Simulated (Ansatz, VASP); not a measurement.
## Si4P: VASP beside Ansatz

File INCAR:

```
SYSTEM = Si4P
PREC = Accurate
ENCUT = 520
EDIFF = 1E-6
ISMEAR = 0
SIGMA = 0.2
LREAL = .False.
LASPH = .True.
NELM = 80
ALGO = Normal
ISIF = 2
LWAVE = .False.
LCHARG = .False.
GGA = PE
NBANDS = 32
```

Contents of KPOINTS:

```
Automatic mesh
0
Gamma
  6 6 1
  0 0 0
```

POSCAR

```
Si4P
1.0
    3.6725036951      0.0000000000      0.0000000000
   -1.8362518476      3.1804814955      0.0000000000
    0.0000000000      0.0000000000     19.7219065701
Si P
8 2
Direct
    0.3333333333      0.6666666667      0.3811724155
    0.3333333333      0.6666666667      0.8811724155
    0.3333333333      0.6666666667      0.1188275845
    0.3333333333      0.6666666667      0.6188275845
    0.3333333333      0.6666666667      0.2500000000
    0.3333333333      0.6666666667      0.7500000000
    0.3333333333      0.6666666667      0.0000000000
    0.3333333333      0.6666666667      0.5000000000
    0.6666666667      0.3333333333      0.2500000000
    0.6666666667      0.3333333333      0.7500000000
```

Input for Ansatz:

```yaml
crystal:
  lattice:
    - [3.6725036951, 0.0, 0.0]
    - [-1.8362518476, 3.1804814955, 0.0]
    - [0.0, 0.0, 19.7219065701]
  atoms:
    - { symbol: Si, position: [0.3333333333, 0.6666666667, 0.3811724155] }
    - { symbol: Si, position: [0.3333333333, 0.6666666667, 0.8811724155] }
    - { symbol: Si, position: [0.3333333333, 0.6666666667, 0.1188275845] }
    - { symbol: Si, position: [0.3333333333, 0.6666666667, 0.6188275845] }
    - { symbol: Si, position: [0.3333333333, 0.6666666667, 0.25] }
    - { symbol: Si, position: [0.3333333333, 0.6666666667, 0.75] }
    - { symbol: Si, position: [0.3333333333, 0.6666666667, 0.0] }
    - { symbol: Si, position: [0.3333333333, 0.6666666667, 0.5] }
    - { symbol: P, position: [0.6666666667, 0.3333333333, 0.25] }
    - { symbol: P, position: [0.6666666667, 0.3333333333, 0.75] }
basis:
  ecutwfc: 420
kpoints:
  mp_grid: { grid: [6, 6, 1] }
hamiltonian:
  xc: pbe
scf:
  occupations: { method: gaussian, width: 0.2 }
  lower_state_search: "off"
output:
  forces: true
  stress: true
  eigenvalues: true
```

Alike in both runs: task single point; functional PBE; k mesh 6 × 6 × 1; occupations gaussian, width 0.2 eV; no spin polarisation.

```csv
,VASP,Ansatz
version,VASP 6.6.1,Ansatz 0.2.0
potentials or method,"VASP PAW PBE potentials, release 64 (Si, P), cutoff 520 eV","scalar-relativistic, plane waves, PAW"
valence electrons in the cell,42,42
```

Ansatz gave:

```
gap on the k mesh at the Fermi level (eV)                     : none
pressure (GPa)                                                : 0.6
traceless stress, the component that is largest in VASP (GPa) : -0.15
rms of the force components (eV/Å)                            : 0.063
```

Estimate VASP's values.

gap on the k mesh at the Fermi level (eV): none; pressure (GPa): 0.5; traceless stress, the component that is largest in VASP (GPa): -0.07; rms of the force components (eV/Å): 0.062.

Atom by atom the forces differ by 0.002 eV/Å (rms over components). A gap of «none» marks a metal or a gap that the smearing closes. With one functional, cell and mesh, what is left measures potentials, basis and numerics.
